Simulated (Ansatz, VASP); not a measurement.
# Si: VASP beside Ansatz

```
CELL_PARAMETERS angstrom
0.00000 5.43000 5.43000
5.43000 0.00000 5.43000
5.43000 5.43000 0.00000
ATOMIC_POSITIONS crystal
Si 0.99686 0.99747 0.00293
Si 0.12271 0.12370 0.13083
Si 0.99940 0.00067 0.50011
Si 0.12292 0.12358 0.62296
Si 0.99639 0.50382 0.00333
Si 0.12625 0.62532 0.12439
Si 0.99659 0.50367 0.49676
Si 0.12256 0.63143 0.62317
Si 0.50264 0.99744 0.00304
Si 0.62435 0.12662 0.12456
Si 0.50277 0.99734 0.49690
Si 0.63011 0.12357 0.62316
Si 0.49981 0.50037 0.99996
Si 0.62391 0.62529 0.12454
Si 0.50268 0.50360 0.49691
Si 0.62409 0.62522 0.62632
Si 0.24931 0.25097 0.75001
```

Alike in both runs: functional LDA; k mesh 2 × 2 × 2; occupations fermi-dirac, width 0.02 eV; no spin polarisation.

Ansatz relaxed the structure, and its values are those at the end. VASP's run is a single point on that final structure, the one shown.

```csv
,VASP,Ansatz
version,VASP 6.6.1,Ansatz 0.2.0
potentials or method,"VASP PAW LDA potentials, release 64 (Si), cutoff 520 eV","scalar-relativistic, plane waves, PAW"
valence electrons in the cell,68,68
```

```csv
,VASP,Ansatz,Ansatz less VASP
rms of the force components (eV/Å),0.008,0.008,-0.0008
```

Ansatz warns that its potentials were made for another functional, while VASP's fit it. LDA's correlation is that of Perdew and Zunger in VASP and of Perdew and Wang (1992) in Ansatz.

The k mesh is coarse, so the values compare programs but aren't converged.
